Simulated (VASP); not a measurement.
# ZnSe (NiAs type) (P6_3/mmc) in VASP: further runs

The runs below take ZnSe (NiAs type) through single point, with PBE.

Everything below comes from runs of VASP 6.6.1. Logs are shortened: lines on timing, memory, paths and dates and some standing lists are left out, and cuts for length are marked.

### Step 1. The cell of the first run

It takes space group P6_3/mmc (No. 194, hexagonal). The conventional cell has a = 3.344 Å, b = 3.344 Å, c = 5.632 Å, α = 90.00°, β = 90.00°, γ = 120.00°. Zn (site symmetry -3m) has 6 Se at 2.39 Å and 2 Zn at 2.82 Å within 3.2 Å. Within 3.2 Å of Se (site symmetry -6m2) lie 6 Zn at 2.39 Å.

### Step 2. Single point, PBE

Contents of INCAR:

```
SYSTEM = ZnSe
  PREC = Accurate
  ENCUT = 520
  EDIFF = 1E-6
  ISMEAR = -1
  SIGMA = 0.1
  LREAL = .FALSE.
  LASPH = .TRUE.
  NELM = 60
  ALGO = Normal
  ISIF = 2
  LWAVE = .FALSE.
  LCHARG = .FALSE.
  GGA = PE
  NBANDS = 26
```

Contents of KPOINTS:

```
regular mesh
0
G
  11 11 7
  0 0 0
```

Contents of POSCAR:

```
ZnSe
1.0
    3.3441282871      0.0000000000      0.0000000000
   -1.6720641436      2.8961000501      0.0000000000
    0.0000000000      0.0000000000      5.6322115704
Zn Se
2 2
Direct
    0.0000000000      0.0000000000      0.0000000000
    0.0000000000      0.0000000000      0.5000000000
    0.3333333333      0.6666666667      0.2500000000
    0.6666666667      0.3333333333      0.7500000000
```

Potentials or basis: VASP PAW PBE potentials, release 64 (Zn, Se).

The run is started by

```bash
cat potpaw_PBE.64/Zn/POTCAR potpaw_PBE.64/Se/POTCAR > POTCAR
mpirun -np 1 vasp_std > vasp.out
```

OUTCAR:

```text
SYSTEM = ZnSe
   PREC = Accurate
   ENCUT = 520
   EDIFF = 1E-6
   ISMEAR = -1
   LREAL = .FALSE.
   LASPH = .TRUE.
   NELM = 60
   ISIF = 2
   GGA = PE

 ion  position               nearest neighbor table
   1  0.000  0.000  0.000-   3 2.39   4 2.39   3 2.39   4 2.39   4 2.39   3 2.39   2 2.82   2 2.82

   2  0.000  0.000  0.500-   3 2.39   4 2.39   3 2.39   4 2.39   4 2.39   3 2.39   1 2.82   1 2.82

   3  0.333  0.667  0.250-   1 2.39   2 2.39   1 2.39   2 2.39   1 2.39   2 2.39
   4  0.667  0.333  0.750-   1 2.39   2 2.39   1 2.39   2 2.39   1 2.39   2 2.39

  LATTYP: Found a hexagonal cell.
 ALAT       =     3.3441282871
 C/A-ratio  =     1.6842091830

  Lattice vectors:

 A1 = (   3.3441282871,   0.0000000000,   0.0000000000)
 A2 = (  -1.6720641436,   2.8961000501,   0.0000000000)
 A3 = (   0.0000000000,   0.0000000000,   5.6322115704)

Analysis of symmetry for initial positions (statically):
=====================================================================
 Subroutine PRICEL returns:
 Original cell was already a primitive cell.

 Routine SETGRP: Setting up the symmetry group for a
 hexagonal supercell.

 Subroutine GETGRP returns: Found 24 space group operations
 (whereof 12 operations were pure point group operations)
 out of a pool of 24 trial point group operations.

The static configuration has the point symmetry D_3d.
 The point group associated with its full space group is D_6h.

Analysis of symmetry for dynamics (positions and initial velocities):
=====================================================================
 Subroutine PRICEL returns:
 Original cell was already a primitive cell.

 Routine SETGRP: Setting up the symmetry group for a
 hexagonal supercell.

 Subroutine GETGRP returns: Found 24 space group operations
 (whereof 12 operations were pure point group operations)
 out of a pool of 24 trial point group operations.

The dynamic configuration has the point symmetry D_3d.
 The point group associated with its full space group is D_6h.

 Subroutine INISYM returns: Found 24 space group operations
 (whereof 12 operations are pure point group operations),
 and found     1 'primitive' translations

----------------------------------------------------------------------------------------

                                     Primitive cell

  volume of cell :      54.5476

  direct lattice vectors                    reciprocal lattice vectors
     3.344128287  0.000000000  0.000000000     0.299031590  0.172645969  0.000000000
    -1.672064144  2.896100050  0.000000000     0.000000000  0.345291938  0.000000000
     0.000000000  0.000000000  5.632211570     0.000000000  0.000000000  0.177550148

  length of vectors
     3.344128287  3.344128287  5.632211570     0.345291938  0.345291938  0.177550148

  position of ions in fractional coordinates (direct lattice)
     0.000000000  0.000000000  0.000000000
     0.000000000  0.000000000  0.500000000
     0.333333333  0.666666667  0.250000000
     0.666666667  0.333333333  0.750000000

  ion indices of the primitive-cell ions
   primitive index   ion index
                 1           1
                 2           2
                 3           3
                 4           4

----------------------------------------------------------------------------------------

 KPOINTS: regular mesh

Automatic generation of k-mesh.
 Grid dimensions read from file:
 generate k-points for:   11   11    7

 Generating k-lattice:

  Cartesian coordinates                     Fractional coordinates (reciprocal lattice)
     0.027184690  0.015695088  0.000000000     0.090909091  0.000000000  0.000000000
     0.000000000  0.031390176  0.000000000     0.000000000  0.090909091  0.000000000
     0.000000000  0.000000000  0.025364307     0.000000000  0.000000000  0.142857143

  Length of vectors
     0.031390176  0.031390176  0.025364307

  Shift w.r.t. Gamma in fractional coordinates (k-lattice)
     0.000000000  0.000000000  0.000000000

 Subroutine IBZKPT returns following result:
 ===========================================

 Found     64 irreducible k-points:

 Following reciprocal coordinates:
            Coordinates               Weight
  0.000000  0.000000  0.000000      1.000000
  0.090909 -0.000000  0.000000      6.000000
  0.181818 -0.000000  0.000000      6.000000
  0.272727  0.000000  0.000000      6.000000
  0.363636  0.000000  0.000000      6.000000
  0.454545  0.000000  0.000000      6.000000
[... 16 lines left out ...]
  0.090909  0.090909  0.142857     12.000000
  0.181818  0.090909  0.142857     24.000000
 [... further k-points ...]
   k-points           NKPTS =     64   k-points in BZ     NKDIM =     64   number of bands    NBANDS=     26
   number of dos      NEDOS =    301   number of ions     NIONS =      4
   total plane-waves  NPLWV =  32928
   dimension x,y,z NGX =    28 NGY =   28 NGZ =   42
   dimension x,y,z NGXF=    56 NGYF=   56 NGZF=   84
   ions per type =               2   2
   NGX,Y,Z   is equivalent  to a cutoff of  13.92, 13.92, 12.40 a.u.
   NGXF,Y,Z  is equivalent  to a cutoff of  27.84, 27.84, 24.79 a.u.
 SYSTEM =  ZnSe
   PREC   = accura    normal or accurate (medium, high low for compatibility)
   ISTART =      0    job   : 0-new  1-cont  2-samecut
   ICHARG =      2    charge: 1-file 2-atom 10-const
   ISPIN  =      1    spin polarized calculation?
   LNONCOLLINEAR =      F non collinear calculations
   LSORBIT =      F    spin-orbit coupling
   LASPH  =      T    aspherical Exc in radial PAW
   ENCUT  =  520.0 eV  38.22 Ry    6.18 a.u.   6.22  6.22 10.47*2*pi/ulx,y,z
   NELM   =     60;   NELMIN=  2; NELMDL= -5     # of ELM steps
   EDIFF  = 0.1E-05   stopping-criterion for ELM
   LREAL  =      F    real-space projection
[... 7 lines left out ...]
   TEBEG  =    0.0;   TEEND  =   0.0 temperature during run
   PSTRESS=    0.0 pullay stress
   NELECT =      36.0000    total number of electrons
   NUPDOWN=      -1.0000    fix difference up-down
   EMIN   =  10.00;   EMAX   =-10.00  energy-range for DOS
   EFERMI =   0.00;   METHOD = LEGACY
   ISMEAR =    -1;   SIGMA  =   0.10  broadening in eV -4-tet -1-fermi 0-gaus
   EFERMI_NEDOS =   21; number of points for ismear=-14 and -15
   IALGO  =     38    algorithm
   IMIX   =      4    mixing-type and parameters
     AMIX     =   0.40;   BMIX     =  1.00
     AMIX_MAG =   1.60;   BMIX_MAG =  1.00
  volume/ion in A,a.u.               =      13.64        92.03
  Fermi-wavevector in a.u.,A,eV,Ry     =   1.425336  2.693494 27.641352  2.031582
  Thomas-Fermi vector in A             =   2.545731
   LORBIT       =      0    0 simple, 1 ext, 2 COOP (PROOUT), +10 PAW based schemes
   GGA     = PE    functional components
   LHFCALC =     F    Hartree Fock is set to
   AEXX    =    0.0000 exact exchange contribution
   IVDW    =     0    specifies the selected vdW correction
   LEPSILON=     F    determine dielectric tensor
   LRPA    =     F    only Hartree local field effects (RPA)
 non-spin polarized calculation
  energy-cutoff  :      520.00
  volume of cell :       54.55
 maximum number of plane-waves:      1486
 NGX is ok and might be reduce to    28
   NGX = 13   NGY = 13   NGZ = 21

 number of electron      36.0000038 magnetization

 Free energy of the ion-electron system (eV)
  ---------------------------------------------------
  ext. energy  EPLUGINS =         0.00000000
  ---------------------------------------------------
  free energy    TOTEN  =        -7.70980128 eV

  energy without entropy =       -7.69450335  energy(sigma->0) =       -7.70215232

 E-fermi :   7.2887     XC(G=0): -12.1515

 val. band max:        7.2854298088   @ k =   0.2727   0.0000   0.0000
 cond. band min:       7.3385156682   @ k =   0.2727   0.2727   0.1429
 fundamental gap:      0.0530858594
 Fermi energy:         7.2886791756

 k-point     1 :       0.0000    0.0000    0.0000
  band No.  band energies     occupation
      1      -9.9238      2.00000
      2      -7.4349      2.00000
      3      -2.7962      2.00000
      4      -1.2929      2.00000
      5      -1.2929      2.00000
      6      -1.1287      2.00000
[... 18 lines left out ...]
     25      15.7851      0.00000
     26      16.8447      0.00000

 k-point     2 :       0.0909   -0.0000    0.0000
  band No.  band energies     occupation
      1      -9.7996      2.00000
      2      -7.3758      2.00000
      3      -2.6609      2.00000
      4      -1.2828      2.00000
      5      -1.2703      2.00000
      6      -1.1277      2.00000
[... 18 lines left out ...]
     25      15.3165      0.00000
     26      15.4259      0.00000

 k-point     3 :       0.1818   -0.0000    0.0000
  band No.  band energies     occupation
      1      -9.4348      2.00000
      2      -7.2154      2.00000
      3      -2.2737      2.00000
      4      -1.2682      2.00000
      5      -1.2019      2.00000
      6      -1.1415      2.00000
[... 18 lines left out ...]
     25      15.0767      0.00000
     26      16.0538      0.00000

 k-point     4 :       0.2727    0.0000    0.0000
  band No.  band energies     occupation
      1      -8.8582      2.00000
      2      -7.0087      2.00000
      3      -1.7363      2.00000
      4      -1.3186      2.00000
      5      -1.2784      2.00000
      6      -1.1116      2.00000
[... 18 lines left out ...]
     25      16.2442      0.00000
     26      16.8829      0.00000

 k-point     5 :       0.3636    0.0000    0.0000
  band No.  band energies     occupation
      1      -8.1389      2.00000
      2      -6.8636      2.00000
      3      -1.9216      2.00000
      4      -1.4388      2.00000
      5      -1.3118      2.00000
      6      -1.0758      2.00000
[... 18 lines left out ...]
     25      17.7169      0.00000
     26      18.9965      0.00000

 k-point     6 :       0.4545    0.0000    0.0000
  band No.  band energies     occupation
      1      -7.4341      2.00000
      2      -6.9459      2.00000
      3      -2.5479      2.00000
      4      -1.4298      2.00000
      5      -1.3392      2.00000
      6      -1.0670      2.00000
[... 427 lines left out ...]
 k-point    21 :       0.3636    0.0000    0.1429
  band No.  band energies     occupation
      1      -8.0840      2.00000
      2      -6.9357      2.00000
      3      -1.9121      2.00000
      4      -1.5069      2.00000
      5      -1.2814      2.00000
      6      -1.0833      2.00000
[... 18 lines left out ...]
     25      18.0037      0.00000
     26      18.8195      0.00000

 k-point    22 :       0.4545    0.0000    0.1429
  band No.  band energies     occupation
      1      -7.4044      2.00000
      2      -6.9621      2.00000
      3      -2.5115      2.00000
      4      -1.4608      2.00000
      5      -1.3077      2.00000
      6      -1.0558      2.00000
[... 18 lines left out ...]
     25      18.7732      0.00000
     26      19.9582      0.00000

 k-point    23 :       0.0909    0.0909    0.1429
  band No.  band energies     occupation
      1      -9.4780      2.00000
      2      -7.4530      2.00000
      3      -2.1983      2.00000
      4      -1.2510      2.00000
      5      -1.1731      2.00000
      6      -1.1072      2.00000
[... 18 lines left out ...]
     25      15.2410      0.00000
     26      15.4242      0.00000

 k-point    24 :       0.1818    0.0909    0.1429
  band No.  band energies     occupation
      1      -9.0117      2.00000
      2      -7.2279      2.00000
      3      -1.8644      2.00000
      4      -1.2997      2.00000
      5      -1.1376      2.00000
      6      -1.0829      2.00000
[... 18 lines left out ...]
     25      16.0514      0.00000
     26      16.7362      0.00000

 [... further k-points ...]

------------------------ aborting loop because EDIFF is reached ----------------------------------------

  FORCE on cell =-STRESS in cart. coord.  units (eV):
  Direction    XX          YY          ZZ          XY          YZ          ZX
  --------------------------------------------------------------------------------------
  -------------------------------------------------------------------------------------
  Total       19.7627969     19.7627969     19.7766495     -0.0000000      0.0000000      0.0000000
  in kB      580.4750249    580.4750249    580.8819063     -0.0000000      0.0000000      0.0000000
  external PRESSURE =     580.6106520 kB  Pullay stress =       0.0000000 kB

 VOLUME and BASIS-vectors are now :
 -----------------------------------------------------------------------------
  energy-cutoff  :      520.00
  volume of cell :       54.55
      direct lattice vectors                 reciprocal lattice vectors
     3.344128287  0.000000000  0.000000000     0.299031590  0.172645969  0.000000000
    -1.672064144  2.896100050  0.000000000     0.000000000  0.345291938  0.000000000
     0.000000000  0.000000000  5.632211570     0.000000000  0.000000000  0.177550148

 POSITION                                       TOTAL-FORCE (eV/Angst)
 -----------------------------------------------------------------------------------
      0.00000      0.00000      0.00000         0.000000      0.000000      0.000000
      0.00000      0.00000      2.81611        -0.000000      0.000000      0.000000
     -0.00000      1.93073      1.40805        -0.000000      0.000000      0.000000
      1.67206      0.96537      4.22416         0.000000     -0.000000     -0.000000
 -----------------------------------------------------------------------------------
    total drift:                               -0.000000      0.000000      0.000000

  FREE ENERGIE OF THE ION-ELECTRON SYSTEM (eV)
  ---------------------------------------------------
  free  energy   TOTEN  =        -7.7098012812 eV

  energy  without entropy=       -7.6945033528  energy(sigma->0) =       -7.70215232
```

It took 75 s on 1 thread of Intel Xeon 6975P-C, shared host; peak memory 0.22 GiB.

What came out:

```yaml
Free_energy: -7.7098 eV
Pressure: 58.1 GPa
Band_gap_on_the_k_mesh: zero (band 18 reaches 7.38 eV, above the bottom of band 19 at 6.44 eV)
```

Levels at points of the mesh, in eV from the Fermi level:
```tsv
k point	band 14	band 15	band 16	band 17	band 18	band 19	band 20	band 21	band 22	band 23
(0.00, 0.00, 0.00)	-1.30	-1.04	-1.04	-0.05	-0.05	2.99	3.37	6.07	6.07	7.59
```

### Step 3. Single point, PBE

Contents of INCAR:

```
SYSTEM = ZnSe
PREC = Accurate
ENCUT = 520
EDIFF = 1E-6
ISMEAR = -1
SIGMA = 0.1
LREAL = .False.
LASPH = .True.
NELM = 100
ALGO = Normal
ISIF = 2
LWAVE = .False.
LCHARG = .False.
GGA = PE
NBANDS = 26
```

Contents of KPOINTS:

```
regular mesh
0
Gamma
  11 11 7
  0 0 0
```

Changes to POSCAR since step 2:

```diff
@@ -3,3 +3,3 @@
     3.3441282871      0.0000000000      0.0000000000
-   -1.6720641436      2.8961000501      0.0000000000
+   -1.6720641436      2.8961000502      0.0000000000
     0.0000000000      0.0000000000      5.6322115704
```

Potentials or basis: VASP PAW PBE potentials, release 64 (Zn, Se).

The run is started by

```bash
cat potpaw_PBE.64/Zn/POTCAR potpaw_PBE.64/Se/POTCAR > POTCAR
mpirun -np 1 vasp_std > vasp.out
```

It took 75 s on 1 thread of Intel Xeon 6975P-C, shared host; peak memory 0.23 GiB.

It converged, with:

```
Free energy            : -7.7098 eV
Pressure               : 58.1 GPa
Band gap on the k mesh : zero (band 18 reaches 7.38 eV, above the bottom of band 19 at 6.44 eV)
```

Levels at points of the mesh, in eV from the Fermi level:
```csv
k point,band 16,band 17,band 18,band 19,band 20,band 21
"(0.00, 0.00, 0.00)",-1.04,-0.05,-0.05,2.99,3.37,6.07
```
